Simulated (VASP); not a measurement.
# Zr (P6_3/mmc) in VASP: a series of runs

The runs below take Zr through single point, with RPBE, PBE, BLYP+D4, BLYP.

Everything below comes from runs of VASP 6.6.1. Logs are shortened: lines on timing, memory, paths and dates and some standing lists are left out, and cuts for length are marked.

## 1. The cell of the first run

Symmetry: P6_3/mmc, No. 194, hexagonal system. Conventional cell: a = 3.232 Å, b = 3.232 Å, c = 5.147 Å, α = 90.00°, β = 90.00°, γ = 120.00°. Zr (site symmetry -6m2) has 12 Zr at 3.18 to 3.23 Å within 4.2 Å.

## 2. Single point, RPBE

Contents of INCAR:

```
SYSTEM = Zr
PREC     = Accurate       ! precision mode
ENCUT    = 520            ! plane-wave cutoff, eV
EDIFF    = 1E-6           ! SCF threshold, eV
ISMEAR   = -1             ! smearing method
SIGMA    = 0.05           ! smearing width, eV
LREAL    = .False.        ! projectors in reciprocal space
LASPH    = .True.         ! aspherical terms in the spheres
NELM     = 100            ! most SCF steps
ALGO     = Normal         ! electronic algorithm
ISIF     = 2              ! what is computed and relaxed
LWAVE    = .False.        ! write WAVECAR
LCHARG   = .False.        ! write CHGCAR
GGA      = RP             ! functional
NBANDS   = 19             ! bands
```

Contents of KPOINTS:

```
regular mesh
0
Gamma
  9 9 5
  0 0 0
```

Contents of POSCAR:

```
Zr
1.0
    3.2320000000      0.0000000000      0.0000000000
   -1.6160000000      2.7989941050      0.0000000000
    0.0000000000      0.0000000000      5.1470000000
Zr
2
Direct
    0.6666666667      0.3333333333      0.7500000000
    0.3333333333      0.6666666667      0.2500000000
```

Potentials or basis: VASP PAW PBE potentials, release 64 (Zr_sv).

Run with:

```console
$ cat potpaw_PBE.64/Zr_sv/POTCAR > POTCAR
$ mpirun -np 1 vasp_std > vasp.out
```

OUTCAR:

```text
SYSTEM = Zr
   PREC = Accurate
   ENCUT = 520
   EDIFF = 1E-6
   ISMEAR = -1
   LREAL = .False.
   LASPH = .True.
   NELM = 100
   ISIF = 2
   GGA = RP

 ion  position               nearest neighbor table
   1  0.667  0.333  0.750-   2 3.18   2 3.18   2 3.18   2 3.18   2 3.18   2 3.18
   2  0.333  0.667  0.250-   1 3.18   1 3.18   1 3.18   1 3.18   1 3.18   1 3.18

  LATTYP: Found a hexagonal cell.
 ALAT       =     3.2320000000
 C/A-ratio  =     1.5925123762

  Lattice vectors:

 A1 = (   3.2320000000,   0.0000000000,   0.0000000000)
 A2 = (  -1.6160000000,   2.7989941050,   0.0000000000)
 A3 = (   0.0000000000,   0.0000000000,   5.1470000000)

Analysis of symmetry for initial positions (statically):
=====================================================================
 Subroutine PRICEL returns:
 Original cell was already a primitive cell.

 Routine SETGRP: Setting up the symmetry group for a
 hexagonal supercell.

 Subroutine GETGRP returns: Found 24 space group operations
 (whereof 12 operations were pure point group operations)
 out of a pool of 24 trial point group operations.

The static configuration has the point symmetry D_3d.
 The point group associated with its full space group is D_6h.

Analysis of symmetry for dynamics (positions and initial velocities):
=====================================================================
 Subroutine PRICEL returns:
 Original cell was already a primitive cell.

 Routine SETGRP: Setting up the symmetry group for a
 hexagonal supercell.

 Subroutine GETGRP returns: Found 24 space group operations
 (whereof 12 operations were pure point group operations)
 out of a pool of 24 trial point group operations.

The dynamic configuration has the point symmetry D_3d.
 The point group associated with its full space group is D_6h.

 Subroutine INISYM returns: Found 24 space group operations
 (whereof 12 operations are pure point group operations),
 and found     1 'primitive' translations

----------------------------------------------------------------------------------------

                                     Primitive cell

  volume of cell :      46.5616

  direct lattice vectors                    reciprocal lattice vectors
     3.232000000  0.000000000  0.000000000     0.309405941  0.178635603  0.000000000
    -1.616000000  2.798994105  0.000000000     0.000000000  0.357271206  0.000000000
     0.000000000  0.000000000  5.147000000     0.000000000  0.000000000  0.194287935

  length of vectors
     3.232000000  3.232000000  5.147000000     0.357271206  0.357271206  0.194287935

  position of ions in fractional coordinates (direct lattice)
     0.666666667  0.333333333  0.750000000
     0.333333333  0.666666667  0.250000000

  ion indices of the primitive-cell ions
   primitive index   ion index
                 1           1
                 2           2

----------------------------------------------------------------------------------------

 KPOINTS: regular mesh

Automatic generation of k-mesh.
 Grid dimensions read from file:
 generate k-points for:    9    9    5

 Generating k-lattice:

  Cartesian coordinates                     Fractional coordinates (reciprocal lattice)
     0.034378438  0.019848400  0.000000000     0.111111111  0.000000000  0.000000000
     0.000000000  0.039696801  0.000000000     0.000000000  0.111111111  0.000000000
     0.000000000  0.000000000  0.038857587     0.000000000  0.000000000  0.200000000

  Length of vectors
     0.039696801  0.039696801  0.038857587

  Shift w.r.t. Gamma in fractional coordinates (k-lattice)
     0.000000000  0.000000000  0.000000000

 Subroutine IBZKPT returns following result:
 ===========================================

 Found     36 irreducible k-points:

 Following reciprocal coordinates:
            Coordinates               Weight
  0.000000  0.000000  0.000000      1.000000
  0.111111  0.000000  0.000000      6.000000
  0.222222  0.000000  0.000000      6.000000
  0.333333  0.000000  0.000000      6.000000
  0.444444  0.000000  0.000000      6.000000
  0.111111  0.111111  0.000000      6.000000
[... 16 lines left out ...]
  0.333333  0.222222  0.200000     24.000000
  0.333333  0.333333  0.200000      4.000000
 [... further k-points ...]
   k-points           NKPTS =     36   k-points in BZ     NKDIM =     36   number of bands    NBANDS=     19
   number of dos      NEDOS =    301   number of ions     NIONS =      2
   total plane-waves  NPLWV =  23040
   dimension x,y,z NGX =    24 NGY =   24 NGZ =   40
   dimension x,y,z NGXF=    48 NGYF=   48 NGZF=   80
   ions per type =               2
   NGX,Y,Z   is equivalent  to a cutoff of  12.34, 12.34, 12.92 a.u.
   NGXF,Y,Z  is equivalent  to a cutoff of  24.69, 24.69, 25.84 a.u.
 SYSTEM =  Zr
   PREC   = accura    normal or accurate (medium, high low for compatibility)
   ISTART =      0    job   : 0-new  1-cont  2-samecut
   ICHARG =      2    charge: 1-file 2-atom 10-const
   ISPIN  =      1    spin polarized calculation?
   LNONCOLLINEAR =      F non collinear calculations
   LSORBIT =      F    spin-orbit coupling
   LASPH  =      T    aspherical Exc in radial PAW
   ENCUT  =  520.0 eV  38.22 Ry    6.18 a.u.   6.01  6.01  9.57*2*pi/ulx,y,z
   NELM   =    100;   NELMIN=  2; NELMDL= -5     # of ELM steps
   EDIFF  = 0.1E-05   stopping-criterion for ELM
   LREAL  =      F    real-space projection
   EDIFFG = 0.1E-04   stopping-criterion for IOM
   NSW    =      0    number of steps for IOM
   IBRION =     -1    ionic relax: 0-MD 1-quasi-New 2-CG
   NFREE  =      0    steps in history (QN), initial steepest desc. (CG)
   ISIF   =      2    stress and relaxation
   ISYM   =      2    0-nonsym 1-usesym 2-fastsym
   POTIM  = 0.5000    time-step for ionic-motion
   TEBEG  =    0.0;   TEEND  =   0.0 temperature during run
   PSTRESS=    0.0 pullay stress
   NELECT =      24.0000    total number of electrons
   NUPDOWN=      -1.0000    fix difference up-down
   EMIN   =  10.00;   EMAX   =-10.00  energy-range for DOS
   EFERMI =   0.00;   METHOD = LEGACY
   ISMEAR =    -1;   SIGMA  =   0.05  broadening in eV -4-tet -1-fermi 0-gaus
   EFERMI_NEDOS =   21; number of points for ismear=-14 and -15
   IALGO  =     38    algorithm
   IMIX   =      4    mixing-type and parameters
     AMIX     =   0.40;   BMIX     =  1.00
     AMIX_MAG =   1.60;   BMIX_MAG =  1.00
  volume/ion in A,a.u.               =      23.28       157.11
  Fermi-wavevector in a.u.,A,eV,Ry     =   1.312611  2.480475 23.442130  1.722948
  Thomas-Fermi vector in A             =   2.442991
   LORBIT       =      0    0 simple, 1 ext, 2 COOP (PROOUT), +10 PAW based schemes
   GGA     = RP    functional components
   LHFCALC =     F    Hartree Fock is set to
   AEXX    =    0.0000 exact exchange contribution
   IVDW    =     0    specifies the selected vdW correction
   LEPSILON=     F    determine dielectric tensor
   LRPA    =     F    only Hartree local field effects (RPA)
 non-spin polarized calculation
  energy-cutoff  :      520.00
  volume of cell :       46.56
 maximum number of plane-waves:      1284
   NGX = 13   NGY = 13   NGZ = 19

 number of electron      24.0000000 magnetization

 Free energy of the ion-electron system (eV)
  ---------------------------------------------------
  ext. energy  EPLUGINS =         0.00000000
  ---------------------------------------------------
  free energy    TOTEN  =       -16.19577190 eV

  energy without entropy =      -16.18000954  energy(sigma->0) =      -16.18789072

 E-fermi :   9.0956     XC(G=0): -11.0077

 val. band max:        9.0607213330   @ k =   0.3333   0.3333   0.4000
 cond. band min:       9.0974042841   @ k =   0.0000   0.0000   0.4000
 fundamental gap:      0.0366829511
 Fermi energy:         9.0956150939

 k-point     1 :       0.0000    0.0000    0.0000
  band No.  band energies     occupation
      1     -39.7915      2.00000
      2     -39.6376      2.00000
      3     -18.3112      2.00000
      4     -17.4452      2.00000
      5     -17.4452      2.00000
      6     -17.3099      2.00000
[... 11 lines left out ...]
     18      11.2265      0.00000
     19      13.5122      0.00000

 k-point     2 :       0.1111    0.0000    0.0000
  band No.  band energies     occupation
      1     -39.7778      2.00000
      2     -39.6320      2.00000
      3     -18.2740      2.00000
      4     -17.5263      2.00000
      5     -17.4717      2.00000
      6     -17.3884      2.00000
[... 11 lines left out ...]
     18      10.9456      0.00000
     19      13.7158      0.00000

 k-point     3 :       0.2222    0.0000    0.0000
  band No.  band energies     occupation
      1     -39.7416      2.00000
      2     -39.6190      2.00000
      3     -18.1715      2.00000
      4     -17.7316      2.00000
      5     -17.5915      2.00000
      6     -17.5353      2.00000
[... 11 lines left out ...]
     18      11.7824      0.00000
     19      14.0518      0.00000

 k-point     4 :       0.3333    0.0000    0.0000
  band No.  band energies     occupation
      1     -39.6966      2.00000
      2     -39.6078      2.00000
      3     -18.0304      2.00000
      4     -17.9637      2.00000
      5     -17.8088      2.00000
      6     -17.6035      2.00000
[... 11 lines left out ...]
     18      12.9791      0.00000
     19      14.2739      0.00000

 k-point     5 :       0.4444    0.0000    0.0000
  band No.  band energies     occupation
      1     -39.6619      2.00000
      2     -39.6055      2.00000
      3     -18.1135      2.00000
      4     -17.9445      2.00000
      5     -17.9040      2.00000
      6     -17.6464      2.00000
[... 11 lines left out ...]
     18      14.3095      0.00000
     19      14.3659      0.00000
[... 334 lines left out ...]
      2     -39.6108      2.00000
      3     -18.1654      2.00000
      4     -18.0205      2.00000
      5     -17.7836      2.00000
      6     -17.6493      2.00000
[... 11 lines left out ...]
     18      14.1731      0.00000
     19      14.9834      0.00000

 k-point    22 :       0.2222    0.2222    0.2000
  band No.  band energies     occupation
      1     -39.6677      2.00000
      2     -39.6118      2.00000
      3     -18.0557      2.00000
      4     -17.9688      2.00000
      5     -17.7520      2.00000
      6     -17.6993      2.00000
[... 11 lines left out ...]
     18      13.7250      0.00000
     19      14.6286      0.00000

 k-point    23 :       0.3333    0.2222    0.2000
  band No.  band energies     occupation
      1     -39.6396      2.00000
      2     -39.6114      2.00000
      3     -18.0769      2.00000
      4     -17.9889      2.00000
      5     -17.8333      2.00000
      6     -17.6825      2.00000
[... 11 lines left out ...]
     18      14.1267      0.00000
     19      15.5425      0.00000

 k-point    24 :       0.3333    0.3333    0.2000
  band No.  band energies     occupation
      1     -39.6206      2.00000
      2     -39.6206      2.00000
      3     -17.9733      2.00000
      4     -17.9663      2.00000
      5     -17.9663      2.00000
      6     -17.7147      2.00000
[... 11 lines left out ...]
     18      13.4713      0.00000
     19      15.8153      0.00000

 [... further k-points ...]

------------------------ aborting loop because EDIFF is reached ----------------------------------------

  FORCE on cell =-STRESS in cart. coord.  units (eV):
  Direction    XX          YY          ZZ          XY          YZ          ZX
  --------------------------------------------------------------------------------------
  -------------------------------------------------------------------------------------
  Total        0.7006856      0.7006856      0.9531444      0.0000000      0.0000000      0.0000000
  in kB       24.1105045     24.1105045     32.7975801      0.0000000      0.0000000      0.0000000
  external PRESSURE =      27.0061964 kB  Pullay stress =       0.0000000 kB

 VOLUME and BASIS-vectors are now :
 -----------------------------------------------------------------------------
  energy-cutoff  :      520.00
  volume of cell :       46.56
      direct lattice vectors                 reciprocal lattice vectors
     3.232000000  0.000000000  0.000000000     0.309405941  0.178635603  0.000000000
    -1.616000000  2.798994105  0.000000000     0.000000000  0.357271206  0.000000000
     0.000000000  0.000000000  5.147000000     0.000000000  0.000000000  0.194287935

 POSITION                                       TOTAL-FORCE (eV/Angst)
 -----------------------------------------------------------------------------------
      1.61600      0.93300      3.86025         0.000000     -0.000000      0.000000
     -0.00000      1.86600      1.28675        -0.000000      0.000000      0.000000
 -----------------------------------------------------------------------------------
    total drift:                               -0.000000      0.000000     -0.000000

  FREE ENERGIE OF THE ION-ELECTRON SYSTEM (eV)
  ---------------------------------------------------
  free  energy   TOTEN  =       -16.1957718960 eV

  energy  without entropy=      -16.1800095387  energy(sigma->0) =      -16.18789072
```

Wall time 32 s (1 thread of Intel Xeon 8259CL, shared host); peak memory 0.17 GiB.

What came out:

| Property | Result |
| --- | --- |
| Free energy | -16.1958 eV |
| Pressure | 2.7 GPa |
| Band gap on the k mesh | zero (bands 12 and 13 overlap by 1.13 eV) |

Levels at points of the mesh, in eV from the Fermi level:
| k point | band 9 | band 10 | band 11 | band 12 | band 13 | band 14 | band 15 | band 16 |
| --- | --- | --- | --- | --- | --- | --- | --- | --- |
| (0.00, 0.00, 0.00) | -5.67 | -3.04 | 0.86 | 0.86 | 1.00 | 1.14 | 1.55 | 1.55 |

Caveat: the PAW data sets were made with another functional, which shifts forces and pressure a little.

## 3. Single point, PBE

Contents of INCAR:

```
SYSTEM = Zr
PREC = Accurate
ENCUT = 520
EDIFF = 1E-7
ISMEAR = 0
SIGMA = 0.013000000000000001
LREAL = .False.
LASPH = .True.
NELM = 60
ALGO = Fast
ISIF = 2
LWAVE = .False.
LCHARG = .False.
GGA = PE
NBANDS = 19
```

KPOINTS is that of step 2.

POSCAR is that of step 2.

Potentials or basis: VASP PAW PBE potentials, release 64 (Zr_sv).

Run with:

```console
$ cat potpaw_PBE.64/Zr_sv/POTCAR > POTCAR
$ mpirun -np 1 vasp_std > vasp.out
```

It took 74 s on 1 thread of Intel Xeon 8259CL, shared host; peak memory 0.17 GiB.

It converged, with:

* Free energy: -17.0441 eV
* Pressure: 0.6 GPa
* Band gap on the k mesh: zero (bands 12 and 13 overlap by 1.12 eV)

Stress tensor (GPa, compression positive):
```
0.21 0.00 0.00
0.00 0.21 0.00
0.00 0.00 1.34
```

Levels at points of the mesh, in eV from the Fermi level:
| k point | band 10 | band 11 | band 12 | band 13 | band 14 | band 15 |
| --- | --- | --- | --- | --- | --- | --- |
| (0.00, 0.00, 0.00) | -3.07 | 0.82 | 0.82 | 0.97 | 1.13 | 1.51 |

## 4. Single point, BLYP+D4

This run uses another cell than the first one, of 23.51 Å³/atom.

Contents of INCAR:

```
PREC     = Accurate       # precision mode
ENCUT    = 520            # plane-wave cutoff, eV
EDIFF    = 1E-6           # SCF threshold, eV
ISMEAR   = -1             # smearing method
SIGMA    = 0.05           # smearing width, eV
LREAL    = F              # projectors in reciprocal space
LASPH    = T              # aspherical terms in the spheres
NELM     = 80             # most SCF steps
ALGO     = Normal         # electronic algorithm
ISIF     = 2              # what is computed and relaxed
LWAVE    = F              # write WAVECAR
LCHARG   = T              # write CHGCAR
GGA      = B5             # functional
ALDAX    = 1.0          
AGGAX    = 1.0          
AGGAC    = 1.0          
ALDAC    = 0.0          
IVDW     = 13             # dispersion correction
VDW_S6   = 1.0          
VDW_S8   = 2.34076671   
VDW_A1   = 0.44488865   
VDW_A2   = 4.0933009    
LELF     = T              # ELF
LVHAR    = T            
NBANDS   = 19             # bands
```

Contents of KPOINTS:

```
regular mesh
0
Gamma
  9 9 5
```

Contents of POSCAR:

```
Zr
1.0
    3.2320606754      0.0000000000      0.0000000000
   -1.6160303377      2.7990466515      0.0000000000
    0.0000000000      0.0000000000      5.1976452353
Zr
2
Direct
    0.6666666667      0.3333333333      0.7500000000
    0.3333333333      0.6666666667      0.2500000000
```

Run with:

```console
$ cat potpaw_PBE.64/Zr_sv/POTCAR > POTCAR
$ mpirun -np 1 vasp_std > vasp.out
```

Run time: 50 s. Hardware: 1 thread of Intel Xeon 8259CL, shared host; peak memory 0.17 GiB.

Results (log left out):

```yaml
Free_energy: -15.3962 eV
Pressure: 0.1 GPa
Band_gap_on_the_k_mesh: zero (bands 12 and 13 overlap by 1.06 eV)
Dispersion_energy_per_atom: -0.369 eV
```

Stress tensor (GPa, compression positive):
```
0.06 0.00 0.00
0.00 0.06 0.00
0.00 0.00 0.18
```

Levels at points of the mesh, in eV from the Fermi level:
| k point | band 10 | band 11 | band 12 | band 13 | band 14 | band 15 |
| --- | --- | --- | --- | --- | --- | --- |
| (0.00, 0.00, 0.00) | -2.98 | 0.81 | 0.81 | 0.85 | 1.26 | 1.45 |

Caveat: the PAW data sets were made with another functional, which shifts forces and pressure a little.

## 5. Single point, BLYP

This run uses another cell than the first one, of 24.17 Å³/atom.

Contents of INCAR:

```
SYSTEM = Zr
PREC     = Accurate       ! precision mode
ENCUT    = 520            ! plane-wave cutoff, eV
EDIFF    = 1E-6           ! SCF threshold, eV
ISMEAR   = -1             ! smearing method
SIGMA    = 0.05           ! smearing width, eV
LREAL    = .False.        ! projectors in reciprocal space
LASPH    = .True.         ! aspherical terms in the spheres
NELM     = 100            ! most SCF steps
ALGO     = Normal         ! electronic algorithm
ISIF     = 2              ! what is computed and relaxed
LWAVE    = .False.        ! write WAVECAR
LCHARG   = .False.        ! write CHGCAR
GGA      = B5             ! functional
ALDAX    = 1.0          
AGGAX    = 1.0          
AGGAC    = 1.0          
ALDAC    = 0.0          
NBANDS   = 19             ! bands
```

Contents of KPOINTS:

```
regular mesh
0
Gamma
  9 9 5
  0 0 0
```

Contents of POSCAR:

```
Zr
1.0
    3.2635783114      0.0000000000      0.0000000000
   -1.6317891557      2.8263417249      0.0000000000
    0.0000000000      0.0000000000      5.2408043459
Zr
2
Direct
    0.6666666667      0.3333333333      0.7500000000
    0.3333333333      0.6666666667      0.2500000000
```

Run with:

```console
$ cat potpaw_PBE.64/Zr_sv/POTCAR > POTCAR
$ mpirun -np 1 vasp_std > vasp.out
```

It took 44 s on 1 thread of Intel Xeon 8259CL, shared host; peak memory 0.17 GiB.

It converged, with:

| Item | Value |
| --- | --- |
| Free energy | -14.6707 eV |
| Pressure | 0.1 GPa |
| Band gap on the k mesh | zero (bands 12 and 13 overlap by 1.06 eV) |

Levels at points of the mesh, in eV from the Fermi level:
```
           k point  band 9  band 10  band 11  band 12  band 13  band 14  band 15  band 16
(0.00, 0.00, 0.00)   -5.44    -2.91     0.80     0.80     0.85     1.17     1.42     1.42
```

Caveat: the PAW data sets were made with another functional, which shifts forces and pressure a little.

## 6. Summary

```tsv
level	cell	smearing	gap on the mesh (eV)	pressure (GPa)
RPBE	a = 3.232, b = 3.232, c = 5.147 Å, angles 90.0, 90.0, 120.0°, 2 atoms	fermi-dirac 0.05 eV	none	2.7
PBE	a = 3.232, b = 3.232, c = 5.147 Å, angles 90.0, 90.0, 120.0°, 2 atoms	gaussian 0.013 eV	none	0.6
BLYP+D4	a = 3.232, b = 3.232, c = 5.198 Å, angles 90.0, 90.0, 120.0°, 2 atoms	fermi-dirac 0.05 eV	none	0.1
BLYP	a = 3.264, b = 3.264, c = 5.241 Å, angles 90.0, 90.0, 120.0°, 2 atoms	fermi-dirac 0.05 eV	none	0.1
```

Alike in all rows: task single point; potentials or basis VASP PAW PBE potentials, release 64 (Zr_sv); no spin polarisation; k mesh 9 × 9 × 5; cutoff (eV) 520.

Caveats: the PAW data sets were made with another functional, which shifts forces and pressure a little (at least some runs).

Total energies depend on the potentials used, so only differences within one code and one set of settings carry meaning.
